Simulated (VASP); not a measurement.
Here is a VASP 6.6.1 calculation.

INCAR

```
PREC = Accurate
ENCUT = 520
EDIFF = 1E-7
ISMEAR = -1
SIGMA = 0.1
LREAL = F
LASPH = T
NELM = 80
ALGO = Normal
ISIF = 2
LWAVE = F
LCHARG = T
LELF = T
LVHAR = T
NBANDS = 30
```

The input KPOINTS:

```
regular mesh
0
Gamma
  19 19 5
```

File POSCAR:

```
Cu
1.0
    2.5839076220      0.0000000000      0.0000000000
   -1.2919538110      2.2377296417      0.0000000000
    0.0000000000      0.0000000000      8.4422784777
Cu
4
Direct
    0.0000000000      1.0000000000      1.0000000000
    1.0000000000      1.0000000000      0.5000000000
    0.3333333333      0.6666666667      0.2500000000
    0.6666666667      0.3333333333      0.7500000000
```

Potentials or basis: VASP PAW LDA potentials, release 64 (Cu).

The run is started by

```sh
$ cat potpaw_LDA.64/Cu/POTCAR > POTCAR
$ mpirun -np 1 vasp_std > vasp.out
```

(1) Estimate the band gap on the k mesh.

(2) Estimate the pressure.

## Answers

(1) zero (bands 22 and 23 overlap by 5.22 eV).

(2) -15.3 GPa.

Caveat: the cell stands under tension.
